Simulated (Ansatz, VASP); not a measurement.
## Al12H: VASP beside Ansatz

```
Al H
1.0
     5.71430    0.00000    0.00000
    -2.85715    4.94873    0.00000
     0.00000    0.00000   21.60164
Al H
12 1
Direct
  0.33333 0.16667 0.18517
  0.33333 0.66667 0.18517
  0.83333 0.16667 0.18517
  0.83333 0.66667 0.18517
  0.16667 0.33333 0.29169
  0.16667 0.83333 0.29169
  0.66667 0.33333 0.29169
  0.66667 0.83333 0.29169
  0.00000 0.00000 0.39819
  0.00000 0.50000 0.39819
  0.50000 0.00000 0.39819
  0.50000 0.50000 0.39819
  0.44444 0.55556 0.51717
```

Alike in both runs: task single point; functional PBE; k mesh 6 × 6 × 1; occupations gaussian, width 0.1 eV; collinear spin.

```csv
,VASP,Ansatz
version,VASP 6.6.1,Ansatz 0.2.0
potentials or method,"VASP PAW PBE potentials, release 64 (Al, H), cutoff 520 eV","scalar-relativistic, plane waves, PAW"
valence electrons in the cell,37,37
```

|  | VASP | Ansatz | Ansatz less VASP |
| --- | --- | --- | --- |
| gap on the k mesh at the Fermi level (eV) | none | none | - |
| rms of the force components (eV/Å) | 0.279 | 0.279 | +0.0003 |
| net moment per atom (μB) | 0.03 | 0.03 | 0.000 |
| size of the moment on the site where the two differ most (μB) | 0.18 | 0.38 | +0.201 |

Site moments also hang on the region over which each program counts them. Atom by atom the forces differ by 0.001 eV/Å (rms over components). A gap of «none» marks a metal or a gap that the smearing closes.
